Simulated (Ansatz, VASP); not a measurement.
# Ag in VASP and in Ansatz

```
CELL_PARAMETERS angstrom
1.48921 -5.21221 0.00000
1.48921 5.21221 0.00000
0.00000 0.00000 4.86446
ATOMIC_POSITIONS crystal
Ag 0.13277 0.86723 0.00002
Ag 0.63277 0.36723 0.49998
Ag 0.86723 0.13277 0.99998
Ag 0.36723 0.63277 0.50002
```

Alike in both runs: functional PBE; k mesh 6 × 6 × 4; occupations gaussian, width 0.1 eV; no spin polarisation.

Ansatz relaxed the structure, and its values are those at the end. VASP's run is a single point on that final structure, the one shown.

```csv
,VASP,Ansatz
version,VASP 6.6.1,Ansatz 0.2.0
potentials or method,"VASP PAW PBE potentials, release 64 (Ag), cutoff 520 eV","scalar-relativistic, plane waves, PAW"
valence electrons in the cell,44,76
```

```tsv
	VASP	Ansatz	Ansatz less VASP
gap on the k mesh at the Fermi level (eV)	none	none	-
pressure (GPa)	-0.1	0.0	+0.11
```

A gap of «none» marks a metal or a gap that the smearing closes. VASP's potentials hold 44 valence electrons a cell and Ansatz's 76, so a difference there can come from the potentials and not from the codes.

The k mesh is coarse, so the values compare programs but aren't converged.
